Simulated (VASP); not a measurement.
# SiC in VASP: further runs

The runs below take SiC through single point, with PBE.

Program: VASP 6.6.1. These are calculated values, not measurements. Logs are shortened: lines on timing, memory, paths and dates and some standing lists are left out, and cuts for length are marked.

## 1. The cell of the first run

It takes space group P6_3mc (No. 186, hexagonal). Conventional cell: a = 2.966 Å, b = 2.966 Å, c = 14.548 Å, α = 90.00°, β = 90.00°, γ = 120.00°. Si (site symmetry 3m) has 4 C at 1.82 Å within 2.4 Å. Within 2.4 Å of Si (site symmetry 3m) lie 4 C at 1.82 Å. Si (site symmetry 3m) has 4 C at 1.82 Å within 2.4 Å. Within 2.4 Å of C (site symmetry 3m) lie 4 Si at 1.82 Å. Within 2.4 Å of C (site symmetry 3m) lie 4 Si at 1.82 Å. C (site symmetry 3m) has 4 Si at 1.82 Å within 2.4 Å.

## 2. Single point, PBE (volume scaled by 0.88, then relaxed in part)

The input, INCAR:

```
SYSTEM = SiC
ALGO = Normal ; EDIFF = 1E-6
ENCUT = 520 ; GGA = PE
ISIF = 2 ; ISMEAR = 0
LASPH = .True. ; LCHARG = .False.
LREAL = .False. ; LWAVE = .False.
NBANDS = 36 ; NELM = 100
PREC = Accurate ; SIGMA = 0.02
```

The input, KPOINTS:

```
k-points
0
Gamma
  12 12 2
  0 0 0
```

The input, POSCAR:

```
SiC
1.0
    1.4831424649     -2.5688781041      0.0000000000
    1.4831424649      2.5688781041      0.0000000000
    0.0000000000      0.0000000000     14.5476499147
Si C
6 6
Direct
    0.1666666667      0.8333333333      0.8576879609
    0.8333333333      0.1666666667      0.3576879609
    0.5000000000      0.5000000000      0.5245297218
    0.5000000000      0.5000000000      0.0245297218
    0.8333333333      0.1666666667      0.6911640748
    0.1666666667      0.8333333333      0.1911640748
    0.5000000000      0.5000000000      0.6498310460
    0.5000000000      0.5000000000      0.1498310460
    0.1666666667      0.8333333333      0.9827268223
    0.8333333333      0.1666666667      0.4827268223
    0.8333333333      0.1666666667      0.8162003744
    0.1666666667      0.8333333333      0.3162003744
```

Potentials or basis: VASP PAW PBE potentials, release 64 (Si, C).

Command:

```bash
$ cat potpaw_PBE.64/Si/POTCAR potpaw_PBE.64/C/POTCAR > POTCAR
$ mpirun -np 1 vasp_std > vasp.out
```

OUTCAR:

```text
SYSTEM = SiC
   EDIFF = 1E-6
   ENCUT = 520
   GGA = PE
   ISIF = 2
   ISMEAR = 0
   LASPH = .True.
   LREAL = .False.
   NELM = 100
   PREC = Accurate

 ion  position               nearest neighbor table
   1  0.167  0.833  0.858-  11 1.82  11 1.82  11 1.82   9 1.82   5 2.97   5 2.97   5 2.97   4 2.97
                             4 2.97   4 2.97
   2  0.833  0.167  0.358-  12 1.82  12 1.82  12 1.82  10 1.82   6 2.97   6 2.97   6 2.97   3 2.97
                             3 2.97   3 2.97
   3  0.500  0.500  0.525-  10 1.82  10 1.82  10 1.82   7 1.82   5 2.97   5 2.97   5 2.97   2 2.97
                             2 2.97   2 2.97
   4  0.500  0.500  0.025-   9 1.82   9 1.82   9 1.82   8 1.82   6 2.97   6 2.97   6 2.97   1 2.97
                             1 2.97   1 2.97
   5  0.833  0.167  0.691-   7 1.82   7 1.82   7 1.82  11 1.82   1 2.97   1 2.97   1 2.97   3 2.97
                             3 2.97   3 2.97
   6  0.167  0.833  0.191-   8 1.82   8 1.82   8 1.82  12 1.82   2 2.97   2 2.97   2 2.97   4 2.97
                             4 2.97   4 2.97
   7  0.500  0.500  0.650-   5 1.82   5 1.82   5 1.82   3 1.82
   8  0.500  0.500  0.150-   6 1.82   6 1.82   6 1.82   4 1.82
   9  0.167  0.833  0.983-   4 1.82   4 1.82   4 1.82   1 1.82
  10  0.833  0.167  0.483-   3 1.82   3 1.82   3 1.82   2 1.82
  11  0.833  0.167  0.816-   1 1.82   1 1.82   1 1.82   5 1.82
  12  0.167  0.833  0.316-   2 1.82   2 1.82   2 1.82   6 1.82

  LATTYP: Found a hexagonal cell.
 ALAT       =     2.9662849298
 C/A-ratio  =     4.9043332852

  Lattice vectors:

 A1 = (   1.4831424649,  -2.5688781041,   0.0000000000)
 A2 = (   1.4831424649,   2.5688781041,   0.0000000000)
 A3 = (   0.0000000000,   0.0000000000,  14.5476499147)

Analysis of symmetry for initial positions (statically):
=====================================================================
 Subroutine PRICEL returns:
 Original cell was already a primitive cell.

 Routine SETGRP: Setting up the symmetry group for a
 hexagonal supercell.

 Subroutine GETGRP returns: Found 12 space group operations
 (whereof  2 operations were pure point group operations)
 out of a pool of 24 trial point group operations.

The static configuration has the point symmetry C_1h.
 The point group associated with its full space group is C_6v.

Analysis of symmetry for dynamics (positions and initial velocities):
=====================================================================
 Subroutine PRICEL returns:
 Original cell was already a primitive cell.

 Routine SETGRP: Setting up the symmetry group for a
 hexagonal supercell.

 Subroutine GETGRP returns: Found 12 space group operations
 (whereof  2 operations were pure point group operations)
 out of a pool of 24 trial point group operations.

The dynamic configuration has the point symmetry C_1h.
 The point group associated with its full space group is C_6v.

 Subroutine INISYM returns: Found 12 space group operations
 (whereof  2 operations are pure point group operations),
 and found     1 'primitive' translations

----------------------------------------------------------------------------------------

                                     Primitive cell

  volume of cell :     110.8534

  direct lattice vectors                    reciprocal lattice vectors
     1.483142465 -2.568878104  0.000000000     0.337122031 -0.194637495  0.000000000
     1.483142465  2.568878104  0.000000000     0.337122031  0.194637495  0.000000000
     0.000000000  0.000000000 14.547649915     0.000000000  0.000000000  0.068739625

  length of vectors
     2.966284930  2.966284930 14.547649915     0.389274991  0.389274991  0.068739625

  position of ions in fractional coordinates (direct lattice)
     0.166666667  0.833333333  0.857687961
     0.833333333  0.166666667  0.357687961
     0.500000000  0.500000000  0.524529722
     0.500000000  0.500000000  0.024529722
     0.833333333  0.166666667  0.691164075
     0.166666667  0.833333333  0.191164075
     0.500000000  0.500000000  0.649831046
     0.500000000  0.500000000  0.149831046
     0.166666667  0.833333333  0.982726822
     0.833333333  0.166666667  0.482726822
     0.833333333  0.166666667  0.816200374
     0.166666667  0.833333333  0.316200374

  ion indices of the primitive-cell ions
   primitive index   ion index
                 1           1
                 2           2
                 3           3
                 4           4
                 5           5
                 6           6
                 7           7
                 8           8
                 9           9
                10          10
                11          11
                12          12

----------------------------------------------------------------------------------------

 KPOINTS: k-points

Automatic generation of k-mesh.
 Grid dimensions read from file:
 generate k-points for:   12   12    2

 Generating k-lattice:

  Cartesian coordinates                     Fractional coordinates (reciprocal lattice)
     0.028093503 -0.016219791  0.000000000     0.083333333  0.000000000  0.000000000
     0.028093503  0.016219791  0.000000000     0.000000000  0.083333333  0.000000000
     0.000000000  0.000000000  0.034369813     0.000000000  0.000000000  0.500000000

  Length of vectors
     0.032439583  0.032439583  0.034369813

  Shift w.r.t. Gamma in fractional coordinates (k-lattice)
     0.000000000  0.000000000  0.000000000

 Subroutine IBZKPT returns following result:
 ===========================================

 Found     38 irreducible k-points:

 Following reciprocal coordinates:
            Coordinates               Weight
  0.000000  0.000000  0.000000      1.000000
  0.083333 -0.000000  0.000000      6.000000
  0.166667  0.000000  0.000000      6.000000
  0.250000 -0.000000  0.000000      6.000000
  0.333333  0.000000  0.000000      6.000000
  0.416667  0.000000  0.000000      6.000000
[... 16 lines left out ...]
  0.250000 -0.000000  0.500000      6.000000
  0.333333  0.000000  0.500000      6.000000
 [... further k-points ...]
   k-points           NKPTS =     38   k-points in BZ     NKDIM =     38   number of bands    NBANDS=     36
   number of dos      NEDOS =    301   number of ions     NIONS =     12
   total plane-waves  NPLWV =  62208
   dimension x,y,z NGX =    24 NGY =   24 NGZ =  108
   dimension x,y,z NGXF=    48 NGYF=   48 NGZF=  216
   ions per type =               6   6
   NGX,Y,Z   is equivalent  to a cutoff of  13.45, 13.45, 12.34 a.u.
   NGXF,Y,Z  is equivalent  to a cutoff of  26.90, 26.90, 24.68 a.u.
 SYSTEM =  SiC
   PREC   = accura    normal or accurate (medium, high low for compatibility)
   ISTART =      0    job   : 0-new  1-cont  2-samecut
   ICHARG =      2    charge: 1-file 2-atom 10-const
   ISPIN  =      1    spin polarized calculation?
   LNONCOLLINEAR =      F non collinear calculations
   LSORBIT =      F    spin-orbit coupling
   LASPH  =      T    aspherical Exc in radial PAW
   ENCUT  =  520.0 eV  38.22 Ry    6.18 a.u.   5.52  5.52 27.05*2*pi/ulx,y,z
   NELM   =    100;   NELMIN=  2; NELMDL= -5     # of ELM steps
   EDIFF  = 0.1E-05   stopping-criterion for ELM
   LREAL  =      F    real-space projection
   EDIFFG = 0.1E-04   stopping-criterion for IOM
   NSW    =      0    number of steps for IOM
   IBRION =     -1    ionic relax: 0-MD 1-quasi-New 2-CG
   NFREE  =      0    steps in history (QN), initial steepest desc. (CG)
   ISIF   =      2    stress and relaxation
   ISYM   =      2    0-nonsym 1-usesym 2-fastsym
   POTIM  = 0.5000    time-step for ionic-motion
   TEBEG  =    0.0;   TEEND  =   0.0 temperature during run
   PSTRESS=    0.0 pullay stress
   NELECT =      48.0000    total number of electrons
   NUPDOWN=      -1.0000    fix difference up-down
   EMIN   =  10.00;   EMAX   =-10.00  energy-range for DOS
   EFERMI =   0.00;   METHOD = LEGACY
   ISMEAR =     0;   SIGMA  =   0.02  broadening in eV -4-tet -1-fermi 0-gaus
   EFERMI_NEDOS =   21; number of points for ismear=-14 and -15
   IALGO  =     38    algorithm
   IMIX   =      4    mixing-type and parameters
     AMIX     =   0.40;   BMIX     =  1.00
     AMIX_MAG =   1.60;   BMIX_MAG =  1.00
  volume/ion in A,a.u.               =       9.24        62.34
  Fermi-wavevector in a.u.,A,eV,Ry     =   1.238527  2.340477 20.870648  1.533949
  Thomas-Fermi vector in A             =   2.373049
   LORBIT       =      0    0 simple, 1 ext, 2 COOP (PROOUT), +10 PAW based schemes
   GGA     = PE    functional components
   LHFCALC =     F    Hartree Fock is set to
   AEXX    =    0.0000 exact exchange contribution
   IVDW    =     0    specifies the selected vdW correction
   LEPSILON=     F    determine dielectric tensor
   LRPA    =     F    only Hartree local field effects (RPA)
 non-spin polarized calculation
 Gauss-broadening in eV      SIGMA  =   0.02
  energy-cutoff  :      520.00
  volume of cell :      110.85
 maximum number of plane-waves:      3066
 NGX is ok and might be reduce to    24
   NGX = 11   NGY = 11   NGZ = 55

 number of electron      48.0000001 magnetization

 Free energy of the ion-electron system (eV)
  ---------------------------------------------------
  ext. energy  EPLUGINS =         0.00000000
  ---------------------------------------------------
  free energy    TOTEN  =       -88.89105551 eV

  energy without entropy =      -88.89105551  energy(sigma->0) =      -88.89105551

 E-fermi :   9.6381     XC(G=0): -11.8562

 val. band max:        9.4774064425   @ k =   0.0000   0.0000   0.0000
 cond. band min:      11.4692455080   @ k =   0.5000  -0.0000   0.0000
 fundamental gap:      1.9918390654
 Fermi energy:         9.6381040945

 k-point     1 :       0.0000    0.0000    0.0000
  band No.  band energies     occupation
      1      -6.8991      2.00000
      2      -6.3305      2.00000
      3      -6.2870      2.00000
      4      -4.6388      2.00000
      5      -4.6088      2.00000
      6      -2.8871      2.00000
[... 28 lines left out ...]
     35      17.6254      0.00000
     36      17.6573      0.00000
[... 866 lines left out ...]
      6      -1.8912      2.00000
[... 28 lines left out ...]
     35      17.9890      0.00000
     36      17.9890      0.00000

 [... further k-points ...]
[... 5 lines left out ...]
  --------------------------------------------------------------------------------------
  -------------------------------------------------------------------------------------
  Total       24.0695446     24.0695446     24.0476632     -0.0000000      0.0000000     -0.0000000
  in kB      347.8798325    347.8798326    347.5635783     -0.0000000      0.0000000     -0.0000000
  external PRESSURE =     347.7744145 kB  Pullay stress =       0.0000000 kB

 VOLUME and BASIS-vectors are now :
 -----------------------------------------------------------------------------
  energy-cutoff  :      520.00
  volume of cell :      110.85
      direct lattice vectors                 reciprocal lattice vectors
     1.483142465 -2.568878104  0.000000000     0.337122031 -0.194637495  0.000000000
     1.483142465  2.568878104  0.000000000     0.337122031  0.194637495  0.000000000
     0.000000000  0.000000000 14.547649915     0.000000000  0.000000000  0.068739625

 POSITION                                       TOTAL-FORCE (eV/Angst)
 -----------------------------------------------------------------------------------
      1.48314      1.71259     12.47734         0.000000     -0.000000      0.000690
      1.48314     -1.71259      5.20352        -0.000000     -0.000000      0.000690
      1.48314      0.00000      7.63067         0.000000      0.000000      0.008021
      1.48314      0.00000      0.35685         0.000000     -0.000000      0.008021
      1.48314     -1.71259     10.05481         0.000000      0.000000      0.001238
      1.48314      1.71259      2.78099         0.000000      0.000000      0.001238
      1.48314      0.00000      9.45351         0.000000     -0.000000     -0.007093
      1.48314      0.00000      2.17969        -0.000000      0.000000     -0.007093
      1.48314      1.71259     14.29637         0.000000      0.000000     -0.002427
      1.48314     -1.71259      7.02254        -0.000000      0.000000     -0.002427
      1.48314     -1.71259     11.87380        -0.000000     -0.000000     -0.000429
      1.48314      1.71259      4.59997         0.000000     -0.000000     -0.000429
 -----------------------------------------------------------------------------------
    total drift:                                0.000000     -0.000000     -0.000494

  FREE ENERGIE OF THE ION-ELECTRON SYSTEM (eV)
  ---------------------------------------------------
  free  energy   TOTEN  =       -88.8910555078 eV

  energy  without entropy=      -88.8910555078  energy(sigma->0) =      -88.89105551
```

Run time: 70 s. Hardware: 1 thread of Intel Xeon 6975P-C (Granite Rapids), shared host; peak memory 0.28 GiB.

Results:

| Quantity | Value |
| --- | --- |
| Free energy | -88.8911 eV |
| Pressure | 34.8 GPa |
| Largest force | 0.008 eV/Å |
| Band gap on the k mesh | 1.99 eV, indirect (least direct gap 3.11 eV) |

Forces on the atoms (eV/Å):
```
Si   0.000  0.000  0.001
Si   0.000  0.000  0.001
Si   0.000  0.000  0.008
Si   0.000  0.000  0.008
Si   0.000  0.000  0.001
Si   0.000  0.000  0.001
C    0.000  0.000 -0.007
C    0.000  0.000 -0.007
C    0.000  0.000 -0.002
C    0.000  0.000 -0.002
C    0.000  0.000  0.000
C    0.000  0.000  0.000
```

Levels at points of the mesh, in eV from the valence-band top:
```csv
k point,band 22,band 23,band 24,band 25,band 26,band 27
"(0.00, 0.00, 0.00)",-0.03,0.00,0.00,6.20,6.35,6.81
"(0.50, 0.00, 0.00)",-1.87,-1.75,-1.12,1.99,2.24,3.41
"(0.00, 0.00, 0.50)",-0.10,-0.10,-0.10,6.26,6.26,7.02
"(0.50, 0.00, 0.50)",-1.78,-1.35,-1.35,2.07,2.07,3.62
```

 A k mesh can miss the band edges.

## 3. Single point, PBE (volume scaled by 0.91, then relaxed in part)

The input, INCAR:

```
PREC     = Accurate       # precision mode
ENCUT    = 520            # plane-wave cutoff, eV
EDIFF    = 1E-7           # SCF threshold, eV
ISMEAR   = 0              # smearing method
SIGMA    = 0.02           # smearing width, eV
LREAL    = F              # projectors in reciprocal space
LASPH    = T              # aspherical terms in the spheres
NELM     = 100            # most SCF steps
ALGO     = Normal         # electronic algorithm
ISIF     = 2              # what is computed and relaxed
LWAVE    = F              # write WAVECAR
LCHARG   = F              # write CHGCAR
GGA      = PE             # functional
NBANDS   = 36             # bands
```

The input, KPOINTS:

```
Automatic mesh
0
Gamma
  12 12 2
```

The input, POSCAR:

```
SiC
1.0
    1.4997327979     -2.5976134037      0.0000000000
    1.4997327979      2.5976134037      0.0000000000
    0.0000000000      0.0000000000     14.7126032066
Si C
6 6
Direct
    0.1666666667      0.8333333333      0.8576929487
    0.8333333333      0.1666666667      0.3576929487
    0.5000000000      0.5000000000      0.5245158018
    0.5000000000      0.5000000000      0.0245158018
    0.8333333333      0.1666666667      0.6911789323
    0.1666666667      0.8333333333      0.1911789323
    0.5000000000      0.5000000000      0.6498326858
    0.5000000000      0.5000000000      0.1498326858
    0.1666666667      0.8333333333      0.9827173044
    0.8333333333      0.1666666667      0.4827173044
    0.8333333333      0.1666666667      0.8162023271
    0.1666666667      0.8333333333      0.3162023271
```

Potentials or basis: VASP PAW PBE potentials, release 64 (Si, C).

Command:

```bash
$ cat potpaw_PBE.64/Si/POTCAR potpaw_PBE.64/C/POTCAR > POTCAR
$ mpirun -np 1 vasp_std > vasp.out
```

It took 78 s on 1 thread of Intel Xeon 6975P-C (Granite Rapids), shared host; peak memory 0.29 GiB.

The run converged. Its results:

```yaml
Free_energy: -89.5830 eV
Pressure: 24.1 GPa
Largest_force: 0.007 eV/Å
Band_gap_on_the_k_mesh: 2.00 eV, indirect (least direct gap 3.12 eV)
```

Forces on the atoms (eV/Å):
```
Si   0.000  0.000  0.001
Si   0.000  0.000  0.001
Si   0.000  0.000  0.007
Si   0.000  0.000  0.007
Si   0.000  0.000  0.002
Si   0.000  0.000  0.002
C    0.000  0.000 -0.007
C    0.000  0.000 -0.007
C    0.000  0.000 -0.002
C    0.000  0.000 -0.002
C    0.000  0.000 -0.001
C    0.000  0.000 -0.001
```

Levels at points of the mesh, in eV from the valence-band top:
| k point | band 22 | band 23 | band 24 | band 25 | band 26 | band 27 |
| --- | --- | --- | --- | --- | --- | --- |
| (0.00, 0.00, 0.00) | -0.03 | 0.00 | 0.00 | 5.89 | 6.05 | 6.49 |
| (0.50, 0.00, 0.00) | -1.85 | -1.73 | -1.12 | 2.00 | 2.24 | 3.35 |
| (0.00, 0.00, 0.50) | -0.10 | -0.10 | -0.10 | 5.95 | 5.95 | 6.71 |
| (0.50, 0.00, 0.50) | -1.76 | -1.34 | -1.34 | 2.07 | 2.07 | 3.56 |

 A k mesh can miss the band edges.

(Continued in part 2 of 3.)
